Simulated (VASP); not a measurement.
Input of a VASP 6.6.1 run:

INCAR

```
PREC = Accurate
ENCUT = 600
EDIFF = 1E-6
ISMEAR = 0
SIGMA = 0.1
LREAL = False
LASPH = True
NELM = 60
ALGO = Normal
ISIF = 3
LWAVE = False
LCHARG = False
GGA = PS
IBRION = 2
NSW = 90
EDIFFG = -0.04
```

The input KPOINTS:

```
Automatic mesh
0
Gamma
  8 8 8
```

POSCAR

```
Al
1.0
   -2.4932008491      2.4932008491      1.3600870863
    2.4932008491     -2.4932008491      1.3600870863
    2.4932008491      2.4932008491     -1.3600870863
Al
2
Direct
    0.0000000000      0.0000000000      0.0000000000
    0.7500000000      0.2500000000      0.5000000000
```

Potentials or basis: VASP PAW PBE potentials, release 64 (Al).

Launch:

```bash
$ cat potpaw_PBE.64/Al/POTCAR > POTCAR
$ mpirun -np 1 vasp_std > vasp.out
```

Question: Estimate the band gap on the k mesh.

Answer: Zero (band 3 reaches 8.88 eV, above the bottom of band 4 at 2.00 eV).

Question: What does it give for the relaxed cell?

Answer: a = 3.961 Å, b = 3.961 Å, c = 3.961 Å, α = 96.75°, β = 96.75°, γ = 139.90°.

Question: Predict the space group after relaxing (to 0.05 Å).

Answer: I4_1/amd (No. 141).

Stress tensor (GPa, compression positive):
```
-0.03  0.00  0.00
 0.00 -0.03  0.00
 0.00  0.00  0.17
```

Caveat: the PAW data sets were made with another functional, which shifts forces and pressure a little.
